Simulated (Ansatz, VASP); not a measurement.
Cu: VASP beside Ansatz

Contents of INCAR:

```
ALGO = Normal ; EDIFF = 1E-8
ENCUT = 520 ; GGA = PE
ISIF = 2 ; ISMEAR = -1
LASPH = T ; LCHARG = F
LEFG = T ; LREAL = F
LWAVE = F ; NBANDS = 12
NELM = 60 ; PREC = Accurate
SIGMA = 0.08
```

KPOINTS

```
k-points
0
Gamma
  19 19 19
```

POSCAR

```
Cu
1.0
   -0.0180750000      1.8075000000      1.8075000000
    1.8075000000     -0.0180750000      1.8075000000
    1.7894250000      1.7894250000      0.0000000000
Cu
1
Direct
    0.0000000000      0.0000000000      0.0000000000
```

Input for Ansatz:

```yaml
crystal:
  lattice:
    - [-0.018075, 1.8075, 1.8075]
    - [1.8075, -0.018075, 1.8075]
    - [1.789425, 1.789425, 0.0]
  atoms:
    - { symbol: Cu, position: [0.0, 0.0, 0.0] }
kpoints:
  mp_grid: { grid: [19, 19, 19] }
scf:
  occupations: { method: fermi_dirac, width: 0.08 }
hamiltonian:
  xc: pbe
  pseudopotentials: { kind: paw }
output:
  forces: true
  stress: true
  eigenvalues: true
  efg: { contact_densities: true }
```

Change from the starting cell: xy shear strain of -2 %, PAW files.

Alike in both runs: task electric field gradients; functional PBE; k mesh 19 × 19 × 19; occupations fermi-dirac, width 0.08 eV; no spin polarisation.

```csv
,VASP,Ansatz
version,VASP 6.6.1,Ansatz 0.2.0
potentials or method,"VASP PAW PBE potentials, release 64 (Cu)","PAW with Ansatz's default frozen-core files, scalar-relativistic"
plane-wave cutoff (eV),520,420
valence electrons in the cell,11,19
```

|  | VASP | Ansatz | Ansatz less VASP |
| --- | --- | --- | --- |
| pressure (GPa) | 2.3 | 1.8 | -0.53 |
| traceless stress, the component that is largest in VASP (GPa) | 1.51 | 1.53 | +0.020 |
| size of Vzz on the site where it differs most (V/Å²) | 0.7 | 0.2 | -0.48 |

VASP's potentials hold 11 valence electrons a cell and Ansatz's 19, so a difference there can come from the potentials and not from the codes.
